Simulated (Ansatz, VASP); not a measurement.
## Two plane-wave programs on CdS

POSCAR

```
CdS
1.0
    0.1123717518      2.9634101495      2.9634101495
    2.9634101495      0.1123717518      2.9634101495
    2.9634101495      2.9634101495      0.1123717518
Cd S
1 1
Direct
    0.0043133916      0.0043133916      0.0043133916
    0.2456866084      0.2456866084      0.2456866084
```

File INCAR.step1:

```
ALGO     = Normal         # electronic algorithm
EDIFF    = 1E-4           # SCF threshold, eV
ENCUT    = 520            # plane-wave cutoff, eV
GGA      = PE             # functional
ISMEAR   = 0              # smearing method
LASPH    = True           # aspherical terms in the spheres
LCHARG   = False          # write CHGCAR
LREAL    = False          # projectors in reciprocal space
LWAVE    = True           # write WAVECAR
NBANDS   = 16             # bands
NELM     = 100            # most SCF steps
PREC     = Accurate       # precision mode
SIGMA    = 0.01           # smearing width, eV
```

File INCAR.step2:

```
ALGO     = Normal         # electronic algorithm
EDIFF    = 1E-6           # SCF threshold, eV
ENCUT    = 520            # plane-wave cutoff, eV
ISIF     = 2              # what is computed and relaxed
ISMEAR   = 0              # smearing method
ISTART   = 1            
LASPH    = True           # aspherical terms in the spheres
LCHARG   = False          # write CHGCAR
LMIXTAU  = True         
LREAL    = False          # projectors in reciprocal space
LWAVE    = False          # write WAVECAR
METAGGA  = R2SCAN         # meta-GGA
NBANDS   = 16             # bands
NELM     = 100            # most SCF steps
PREC     = Accurate       # precision mode
SIGMA    = 0.01           # smearing width, eV
```

KPOINTS

```
k-points
0
Gamma
  8 8 8
```

Input for Ansatz:

```yaml
crystal:
  lattice:
    - [0.1123717518, 2.9634101495, 2.9634101495]
    - [2.9634101495, 0.1123717518, 2.9634101495]
    - [2.9634101495, 2.9634101495, 0.1123717518]
  atoms:
    - { symbol: Cd, position: [0.0043133916, 0.0043133916, 0.0043133916] }
    - { symbol: S, position: [0.2456866084, 0.2456866084, 0.2456866084] }
kpoints:
  mp_grid: { grid: [8, 8, 8] }
  band_path:
    path:
      - [0.0, 0.0, 0.0]
      - [-0.5, -0.5, 0.0]
      - [-0.375, -0.375, 0.25]
      - [-0.375, 0.0, 0.375]
      - [0.0, 0.0, 0.5]
      - [-0.5, -0.25, 0.25]
    npoints: 1
hamiltonian:
  xc: r2scan
scf:
  occupations: { method: fixed }
  n_extra_bands: 4
output:
  forces: true
  stress: true
  eigenvalues: true
```

Change from the starting cell: epitaxial_111 strain -3.0%.

Alike in both runs: task single point; functional r2SCAN; k mesh 8 × 8 × 8; no spin polarisation.

|  | VASP | Ansatz |
| --- | --- | --- |
| version | VASP 6.6.1 | Ansatz 0.2.0 |
| potentials or method | VASP PAW PBE potentials, release 64 (Cd, S) | plane waves, PAW |
| plane-wave cutoff (eV) | 520 | 500 |
| occupations | gaussian, width 0.01 eV | fixed |
| valence electrons in the cell | 18 | 26 |

```csv
,VASP,Ansatz,Ansatz less VASP
gap on the k mesh at the Fermi level (eV),1.48,1.49,+0.004
pressure (GPa),2.4,2.0,-0.36
"traceless stress, the component that is largest in VASP (GPa)",-1.01,-1.01,+0.004
rms of the force components (eV/Å),0.004,0.001,-0.0028
```

VASP's potentials were made for PBE, not for r2SCAN. Atom by atom the forces differ by 0.003 eV/Å (rms over components). VASP's potentials hold 18 valence electrons a cell and Ansatz's 26, so a difference there can come from the potentials and not from the codes.
